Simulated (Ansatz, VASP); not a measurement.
**Two plane-wave programs on ZnCd2O3**

```xyz
6
Lattice="3.4834 0.0000 0.0000 -1.7417 3.0167 0.0000 0.0000 0.0000 8.7221" Properties=species:S:1:pos:R:3 pbc="T T T"
Zn    0.0000    0.0000    2.9183
Cd    0.0000    2.0112    0.1240
Cd    1.7417    1.0056    5.7573
O     1.7417    1.0056    7.9572
O     0.0000    0.0000    4.8817
O     0.0000    2.0112    2.3474
```

Alike in both runs: task single point; functional PBE; k mesh 6 × 6 × 2; occupations gaussian, width 0.1 eV; collinear spin.

|  | VASP | Ansatz |
| --- | --- | --- |
| version | VASP 6.6.1 | Ansatz 0.2.0 |
| potentials or method | VASP PAW PBE potentials, release 64 (Zn, Cd, O), cutoff 520 eV | scalar-relativistic, plane waves, PAW |
| valence electrons in the cell | 54 | 70 |

```tsv
	VASP	Ansatz	Ansatz less VASP
gap on the k mesh at the Fermi level (eV)	none	none	-
pressure (GPa)	1.1	0.0	-1.10
traceless stress, the component that is largest in VASP (GPa)	0.08	0.01	-0.075
rms of the force components (eV/Å)	0.020	0.004	-0.0157
net moment per atom (μB)	0.00	0.00	0.000
```

Atom by atom the forces differ by 0.017 eV/Å (rms over components). A gap of «none» marks a metal or a gap that the smearing closes. With one functional, cell and mesh, what is left measures potentials, basis and numerics. VASP's potentials hold 54 valence electrons a cell and Ansatz's 70, so a difference there can come from the potentials and not from the codes. Ansatz's warnings: seeded moment not kept.

The k mesh is coarse, so the values compare programs but aren't converged.
